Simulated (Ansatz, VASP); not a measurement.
Two plane-wave programs on Pd

INCAR

```
SYSTEM = Pd
  PREC = Accurate
  ENCUT = 520
  EDIFF = 1E-6
  ISMEAR = 0
  SIGMA = 0.15
  LREAL = .False.
  LASPH = .True.
  NELM = 80
  ALGO = Fast
  ISIF = 2
  LWAVE = .False.
  LCHARG = .False.
  GGA = PE
  NBANDS = 11
```

KPOINTS

```
regular mesh
0
Gamma
  8 8 8
  0 0 0
```

POSCAR

```
Pd
1.0
    0.0000000000      2.0421450000      1.9449000000
    2.0421450000      0.0000000000      1.9449000000
    2.0421450000      2.0421450000      0.0000000000
Pd
1
Direct
    0.0000000000      0.0000000000      0.0000000000
```

Input for Ansatz:

```yaml
crystal:
  lattice:
    - [0.0, 2.042145, 1.9449]
    - [2.042145, 0.0, 1.9449]
    - [2.042145, 2.042145, 0.0]
  atoms:
    - { symbol: Pd, position: [0.0, 0.0, 0.0] }
basis:
  ecutwfc: 420
kpoints:
  mp_grid: { grid: [8, 8, 8] }
hamiltonian:
  xc: pbe
scf:
  occupations: { method: gaussian, width: 0.15 }
output:
  forces: true
  stress: true
  eigenvalues: true
```

Change from the starting cell: strain +0.050 along x and y, +0.000 along z, atoms carried along.

Alike in both runs: task single point; functional PBE; k mesh 8 × 8 × 8; occupations gaussian, width 0.15 eV; no spin polarisation.

|  | VASP | Ansatz |
| --- | --- | --- |
| version | VASP 6.6.1 | Ansatz 0.2.0 |
| potentials or method | VASP PAW PBE potentials, release 64 (Pd), cutoff 520 eV | scalar-relativistic, plane waves, PAW |
| valence electrons in the cell | 10 | 18 |

```tsv
	VASP	Ansatz	Ansatz less VASP
gap on the k mesh at the Fermi level (eV)	none	none	-
pressure (GPa)	-7.7	-7.5	+0.23
traceless stress, the component that is largest in VASP (GPa)	0.97	0.98	+0.001
```

A gap of «none» marks a metal or a gap that the smearing closes. The functional is the same, so the differences come from potentials, cutoffs and numerics. VASP's potentials hold 10 valence electrons a cell and Ansatz's 18, so a difference there can come from the potentials and not from the codes.
